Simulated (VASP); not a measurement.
SnSe2, 3 atoms in the cell. The structure is trigonal, space group P-3m1 (No. 164). The conventional cell has a = 3.811 Å, b = 3.811 Å, c = 6.136 Å, α = 90.00°, β = 90.00°, γ = 120.00°. Sn (site symmetry -3m) has 6 Se at 2.68 Å within 3.5 Å. Se (site symmetry 3m) has 3 Sn at 2.68 Å within 3.5 Å. 

```yaml
Program: VASP 6.6.1
Task: single point
Functional: PBEsol
Potentials_or_basis: VASP PAW PBE potentials, release 64 (Sn_d, Se)
Cutoff: 520 eV
k_mesh: 6 × 6 × 4
Occupations: gaussian, width 0.01 eV
Spin: no spin polarisation
Dipole_correction: no
Further_INCAR_settings: ALGO = Normal; EDIFF = 1e-06; NBANDS = 20
```

Potentials or basis: VASP PAW PBE potentials, release 64 (Sn_d, Se).

Run with:

```sh
$ cat potpaw_PBE.64/Sn_d/POTCAR potpaw_PBE.64/Se/POTCAR > POTCAR
$ mpirun -np 1 vasp_std > vasp.out
```

Hardware: 1 thread of Intel(R) Xeon(R) Platinum 8259CL CPU @ 2.50GHz (Skylake/Cascade Lake), on a shared host.

Estimate the wall time of this run.

Run time: 28 s on 1 thread of Intel(R) Xeon(R) Platinum 8259CL CPU @ 2.50GHz (Skylake/Cascade Lake), with other jobs on the host, peak memory 0.2 GiB. Counts: scf iterations 12, k points 24.
